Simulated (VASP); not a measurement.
# SnO2 (I4/mmm) in VASP: further runs, part 2 of 2

VASP 6.6.1. Earlier steps stand in the parts before.

**3. Single point, r2SCAN (epitaxial xy strain +1.5%)**

Contents of POSCAR:

```
SnO2
1.0
    0.0000000000      2.5714689762      2.5259808189
    2.5714689762      0.0000000000      2.5259808189
    2.5714689762      2.5714689762      0.0000000000
Sn O
1 2
Direct
    0.0000000000      0.0000000000      0.0000000000
    0.2500000000      0.2500000000      0.2500000000
    0.7500000000      0.7500000000      0.7500000000
```

Contents of INCAR.step1:

```
SYSTEM = SnO2
ALGO = Normal
EDIFF = 1E-4
ENCUT = 520
GGA = PE
ISMEAR = -1
LASPH = .True.
LCHARG = .False.
LREAL = .False.
LWAVE = .True.
NBANDS = 20
NELM = 100
PREC = Accurate
SIGMA = 0.02
```

Contents of INCAR.step2:

```
SYSTEM = SnO2
ALGO = Normal
EDIFF = 1E-6
ENCUT = 520
ISIF = 2
ISMEAR = -1
ISTART = 1
LASPH = .True.
LCHARG = .False.
LMIXTAU = .True.
LREAL = .False.
LWAVE = .False.
METAGGA = R2SCAN
NBANDS = 20
NELM = 100
PREC = Accurate
SIGMA = 0.02
```

Contents of KPOINTS:

```
k-points
0
Gamma
  8 8 8
  0 0 0
```

Potentials or basis: VASP PAW PBE potentials, release 64 (Sn_d, O).

On the command line:

```bash
> cat potpaw_PBE.64/Sn_d/POTCAR potpaw_PBE.64/O/POTCAR > POTCAR
> cp INCAR.step1 INCAR
> mpirun -np 1 vasp_std > vasp.out
> cp INCAR.step2 INCAR
> mpirun -np 1 vasp_std > vasp.out
```

OUTCAR:

```text
SYSTEM = SnO2
   EDIFF = 1E-6
   ENCUT = 520
   ISIF = 2
   ISMEAR = -1
   ISTART = 1
   LASPH = .True.
   LREAL = .False.
   METAGGA = R2SCAN
   NELM = 100
   PREC = Accurate

 ion  position               nearest neighbor table
   1  0.000  0.000  0.000-   3 2.21   3 2.21   3 2.21   2 2.21   2 2.21   2 2.21   3 2.21   2 2.21

   2  0.250  0.250  0.250-   1 2.21   1 2.21   1 2.21   1 2.21
   3  0.750  0.750  0.750-   1 2.21   1 2.21   1 2.21   1 2.21

  LATTYP: Found a body centered tetragonal cell.
 ALAT       =     3.6366063014
 C/A-ratio  =     1.3891967453

  Lattice vectors:

 A1 = (   0.0000000000,  -2.5714689762,  -2.5259808189)
 A2 = (   0.0000000000,   2.5714689762,  -2.5259808189)
 A3 = (   2.5714689762,   0.0000000000,   2.5259808189)

Analysis of symmetry for initial positions (statically):
=====================================================================
 Subroutine PRICEL returns:
 Original cell was already a primitive cell.

 Routine SETGRP: Setting up the symmetry group for a
 body centered tetragonal supercell.

 Subroutine GETGRP returns: Found 16 space group operations
 (whereof 16 operations were pure point group operations)
 out of a pool of 16 trial point group operations.

The static configuration has the point symmetry D_4h.

Analysis of symmetry for dynamics (positions and initial velocities):
=====================================================================
 Subroutine PRICEL returns:
 Original cell was already a primitive cell.

 Routine SETGRP: Setting up the symmetry group for a
 body centered tetragonal supercell.

 Subroutine GETGRP returns: Found 16 space group operations
 (whereof 16 operations were pure point group operations)
 out of a pool of 16 trial point group operations.

The dynamic configuration has the point symmetry D_4h.

 Subroutine INISYM returns: Found 16 space group operations
 (whereof 16 operations are pure point group operations),
 and found     1 'primitive' translations

----------------------------------------------------------------------------------------

                                     Primitive cell

  volume of cell :      33.4059

  direct lattice vectors                    reciprocal lattice vectors
     0.000000000  2.571468976  2.525980819    -0.194441389  0.194441389  0.197942912
     2.571468976  0.000000000  2.525980819     0.194441389 -0.194441389  0.197942912
     2.571468976  2.571468976  0.000000000     0.194441389  0.194441389 -0.197942912

  length of vectors
     3.604584829  3.604584829  3.636606301     0.338816033  0.338816033  0.338816033

  position of ions in fractional coordinates (direct lattice)
     0.000000000  0.000000000  0.000000000
     0.250000000  0.250000000  0.250000000
     0.750000000  0.750000000  0.750000000

  ion indices of the primitive-cell ions
   primitive index   ion index
                 1           1
                 2           2
                 3           3

----------------------------------------------------------------------------------------

 KPOINTS: k-points

Automatic generation of k-mesh.
 Grid dimensions read from file:
 generate k-points for:    8    8    8

 Generating k-lattice:

  Cartesian coordinates                     Fractional coordinates (reciprocal lattice)
    -0.024305174  0.024305174  0.024742864     0.125000000 -0.000000000  0.000000000
     0.024305174 -0.024305174  0.024742864    -0.000000000  0.125000000  0.000000000
     0.024305174  0.024305174 -0.024742864     0.000000000  0.000000000  0.125000000

  Length of vectors
     0.042352004  0.042352004  0.042352004

  Shift w.r.t. Gamma in fractional coordinates (k-lattice)
     0.000000000  0.000000000  0.000000000

 Subroutine IBZKPT returns following result:
 ===========================================

 Found     59 irreducible k-points:

 Following reciprocal coordinates:
            Coordinates               Weight
  0.000000  0.000000  0.000000      1.000000
  0.125000  0.000000  0.000000      8.000000
  0.250000  0.000000  0.000000      8.000000
  0.375000  0.000000  0.000000      8.000000
  0.500000  0.000000  0.000000      4.000000
  0.125000  0.125000  0.000000      2.000000
[... 16 lines left out ...]
  0.250000  0.000000  0.125000     16.000000
  0.375000  0.000000  0.125000     16.000000
 [... further k-points ...]
   k-points           NKPTS =     59   k-points in BZ     NKDIM =     59   number of bands    NBANDS=     20
   number of dos      NEDOS =    301   number of ions     NIONS =      3
   total plane-waves  NPLWV =  21952
   dimension x,y,z NGX =    28 NGY =   28 NGZ =   28
   dimension x,y,z NGXF=    56 NGYF=   56 NGZF=   56
   ions per type =               1   2
   NGX,Y,Z   is equivalent  to a cutoff of  12.91, 12.91, 12.80 a.u.
   NGXF,Y,Z  is equivalent  to a cutoff of  25.83, 25.83, 25.60 a.u.
 SYSTEM =  SnO2
   PREC   = accura    normal or accurate (medium, high low for compatibility)
   ISTART =      1    job   : 0-new  1-cont  2-samecut
   ICHARG =      0    charge: 1-file 2-atom 10-const
   ISPIN  =      1    spin polarized calculation?
   LNONCOLLINEAR =      F non collinear calculations
   LSORBIT =      F    spin-orbit coupling
   LASPH  =      T    aspherical Exc in radial PAW
   ENCUT  =  520.0 eV  38.22 Ry    6.18 a.u.   6.70  6.70  6.76*2*pi/ulx,y,z
   NELM   =    100;   NELMIN=  2; NELMDL=  0     # of ELM steps
   EDIFF  = 0.1E-05   stopping-criterion for ELM
   LREAL  =      F    real-space projection
   EDIFFG = 0.1E-04   stopping-criterion for IOM
   NSW    =      0    number of steps for IOM
   IBRION =     -1    ionic relax: 0-MD 1-quasi-New 2-CG
   NFREE  =      0    steps in history (QN), initial steepest desc. (CG)
   ISIF   =      2    stress and relaxation
   ISYM   =      2    0-nonsym 1-usesym 2-fastsym
   POTIM  = 0.5000    time-step for ionic-motion
   TEBEG  =    0.0;   TEEND  =   0.0 temperature during run
   PSTRESS=    0.0 pullay stress
   NELECT =      26.0000    total number of electrons
   NUPDOWN=      -1.0000    fix difference up-down
   EMIN   =  10.00;   EMAX   =-10.00  energy-range for DOS
   EFERMI =   0.00;   METHOD = LEGACY
   ISMEAR =    -1;   SIGMA  =   0.02  broadening in eV -4-tet -1-fermi 0-gaus
   EFERMI_NEDOS =   21; number of points for ismear=-14 and -15
   IALGO  =     38    algorithm
   IMIX   =      4    mixing-type and parameters
     AMIX     =   0.40;   BMIX     =  1.00
     AMIX_MAG =   1.60;   BMIX_MAG =  1.00
  volume/ion in A,a.u.               =      11.14        75.14
  Fermi-wavevector in a.u.,A,eV,Ry     =   1.505885  2.845710 30.853781  2.267689
  Thomas-Fermi vector in A             =   2.616675
   LORBIT       =      0    0 simple, 1 ext, 2 COOP (PROOUT), +10 PAW based schemes
   METAGGA = R2SCAN    functional components
   LHFCALC =     F    Hartree Fock is set to
   AEXX    =    0.0000 exact exchange contribution
   IVDW    =     0    specifies the selected vdW correction
   LEPSILON=     F    determine dielectric tensor
   LRPA    =     F    only Hartree local field effects (RPA)
 non-spin polarized calculation
  energy-cutoff  :      520.00
  volume of cell :       33.41
 maximum number of plane-waves:       925
   NGX = 13   NGY = 13   NGZ = 13

 number of electron      25.9999985 magnetization

 Free energy of the ion-electron system (eV)
  ---------------------------------------------------
  ext. energy  EPLUGINS =         0.00000000
  ---------------------------------------------------
  free energy    TOTEN  =       -41.46378341 eV

  energy without entropy =      -41.46378339  energy(sigma->0) =      -41.46378340

 E-fermi :   7.6571     XC(G=0): -12.6073

 val. band max:        7.3874919755   @ k =  -0.2500   0.5000   0.2500
 cond. band min:       7.8897280782   @ k =   0.0000   0.0000   0.0000
 fundamental gap:      0.5022361027
 Fermi energy:         7.6570772362

 k-point     1 :       0.0000    0.0000    0.0000
  band No.  band energies     occupation
      1     -13.8506      2.00000
      2     -13.8505      2.00000
      3     -13.8320      2.00000
      4     -13.6850      2.00000
      5     -13.6746      2.00000
      6     -13.1218      2.00000
[... 12 lines left out ...]
     19      23.1796      0.00000
     20      23.6844      0.00000
[... 507 lines left out ...]
 k-point    24 :       0.3750    0.0000    0.1250
  band No.  band energies     occupation
      1     -14.2398      2.00000
      2     -13.8556      2.00000
      3     -13.7791      2.00000
      4     -13.6890      2.00000
      5     -13.6578      2.00000
      6     -11.8726      2.00000
[... 12 lines left out ...]
     19      24.0338      0.00000
     20      25.8142      0.00000

 [... further k-points ...]
[... 5 lines left out ...]
  --------------------------------------------------------------------------------------
  -------------------------------------------------------------------------------------
  Total       -1.5165110     -1.5165110      0.2429286      0.0000000      0.0000000     -0.0000000
  in kB      -72.7333406    -72.7333406     11.6510917      0.0000000      0.0000000     -0.0000000
  external PRESSURE =     -44.6051965 kB  Pullay stress =       0.0000000 kB

 VOLUME and BASIS-vectors are now :
 -----------------------------------------------------------------------------
  energy-cutoff  :      520.00
  volume of cell :       33.41
      direct lattice vectors                 reciprocal lattice vectors
     0.000000000  2.571468976  2.525980819    -0.194441389  0.194441389  0.197942912
     2.571468976  0.000000000  2.525980819     0.194441389 -0.194441389  0.197942912
     2.571468976  2.571468976  0.000000000     0.194441389  0.194441389 -0.197942912

 POSITION                                       TOTAL-FORCE (eV/Angst)
 -----------------------------------------------------------------------------------
      0.00000      0.00000      0.00000         0.000000     -0.000000      0.000000
      1.28573      1.28573      1.26299        -0.000000     -0.000000     -0.000000
      3.85720      3.85720      3.78897         0.000000      0.000000      0.000000
 -----------------------------------------------------------------------------------
    total drift:                               -0.000000     -0.000000      0.000000

  FREE ENERGIE OF THE ION-ELECTRON SYSTEM (eV)
  ---------------------------------------------------
  free  energy   TOTEN  =       -41.4637834118 eV

  energy  without entropy=      -41.4637833927  energy(sigma->0) =      -41.46378340
```

Run time: 1.8 min. Hardware: 1 thread of Intel Xeon Platinum 8375C at 2.90GHz (Ice Lake), shared host; peak memory 0.18 GiB.

What came out:

```yaml
Free_energy: -41.4638 eV
Pressure: -4.5 GPa
Band_gap_on_the_k_mesh: 0.50 eV, indirect (least direct gap 1.74 eV)
```

Caveat: the cell differs from its parent crystal (epitaxial xy strain +1.5%); the PAW data sets were made with another functional, which shifts forces and pressure a little; spin-orbit coupling is left out, which moves the levels of the heavy elements. A k mesh can miss the band edges.
